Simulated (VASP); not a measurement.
A run of VASP 6.6.1 is set up as follows.

POSCAR

```
Te
1.0
    0.0000000000      3.5685625517      3.5685625517
    3.5685625517      0.0000000000      3.5685625517
    3.5685625517      3.5685625517      0.0000000000
Te
2
Direct
    0.5000000000      0.5000000000      0.5000000000
    0.7500000000      0.7500000000      0.7500000000
```

The input INCAR.step1:

```
SYSTEM = Te
ALGO = Normal
EDIFF = 1E-4
ENCUT = 520
GGA = PE
ISMEAR = 0
LASPH = .True.
LCHARG = .False.
LREAL = .False.
LWAVE = .True.
NBANDS = 13
NELM = 80
PREC = Accurate
SIGMA = 0.1
```

File INCAR.step2:

```
SYSTEM = Te
ALGO = Normal
EDIFF = 1E-7
ENCUT = 520
ISIF = 2
ISMEAR = 0
ISTART = 1
LASPH = .True.
LCHARG = .True.
LELF = .True.
LMIXTAU = .True.
LREAL = .False.
LVHAR = .True.
LWAVE = .False.
METAGGA = R2SCAN
NBANDS = 13
NELM = 80
PREC = Accurate
SIGMA = 0.1
```

Contents of KPOINTS:

```
k-points
0
Gamma
  4 4 4
  0 0 0
```

Potentials or basis: VASP PAW PBE potentials, release 64 (Te).

The run is started by

```sh
$ cat potpaw_PBE.64/Te/POTCAR > POTCAR
$ cp INCAR.step1 INCAR
$ mpirun -np 1 vasp_std > vasp.out
$ cp INCAR.step2 INCAR
$ mpirun -np 1 vasp_std > vasp.out
```

**Question.** Estimate the pressure.

**Answer.** 0.3 GPa.

**Question.** Estimate the band gap on the k mesh.

**Answer.** Zero (bands 6 and 7 overlap by 1.00 eV).

Caveat: the k points lie up to 0.38 Å⁻¹ apart, too coarse for converged energies and pressures of a metal; the PAW data sets were made with another functional, which shifts forces and pressure a little; spin-orbit coupling is left out, which moves the levels of the heavy elements.
